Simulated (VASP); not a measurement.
Wanted: the native input for a VASP 6.6.1 run.

* Task: single point
* Functional: PBEsol
* Potentials or basis: VASP PAW PBE potentials, release 64 (Ba_sv, S)
* Cutoff: 520 eV
* k mesh: 10 × 10 × 10
* Occupations: gaussian, width 0.05 eV
* Spin: no spin polarisation
* Dipole correction: no
* Further INCAR settings: ALGO = Normal; EDIFF = 1e-06; NBANDS = 15

The structure of BaS lies in POSCAR:

```
BaS
1.0
    0.0000000000      3.1932699843      3.1932699843
    3.1932699843      0.0000000000      3.1932699843
    3.1932699843      3.1932699843      0.0000000000
Ba S
1 1
Direct
    0.5000000000      0.5000000000      0.5000000000
    0.0000000000      0.0000000000      0.0000000000
```

The input as run:

INCAR

```
PREC = Accurate ; ENCUT = 520
EDIFF = 1E-6 ; ISMEAR = 0
SIGMA = 0.05 ; LREAL = False
LASPH = True ; NELM = 60
ALGO = Normal ; ISIF = 2
LWAVE = False ; LCHARG = True
GGA = PS ; LELF = True
LVHAR = True ; NBANDS = 15
```

KPOINTS

```
regular mesh
0
Gamma
  10 10 10
```

Potentials or basis: VASP PAW PBE potentials, release 64 (Ba_sv, S).

Launch:

```console
$ cat potpaw_PBE.64/Ba_sv/POTCAR potpaw_PBE.64/S/POTCAR > POTCAR
$ mpirun -np 1 vasp_std > vasp.out
```

Results of the run:

The pressure is -0.5 GPa and the band gap on the k mesh is 1.98 eV, indirect (least direct gap 2.12 eV).

Caveat: the PAW data sets were made with another functional, which shifts forces and pressure a little; spin-orbit coupling is left out, which moves the levels of the heavy elements.

Run time: 35 s on 1 thread of Intel(R) Xeon(R) Platinum 8259CL CPU @ 2.50GHz (Skylake/Cascade Lake), on a shared host, peak memory 0.23 GiB.
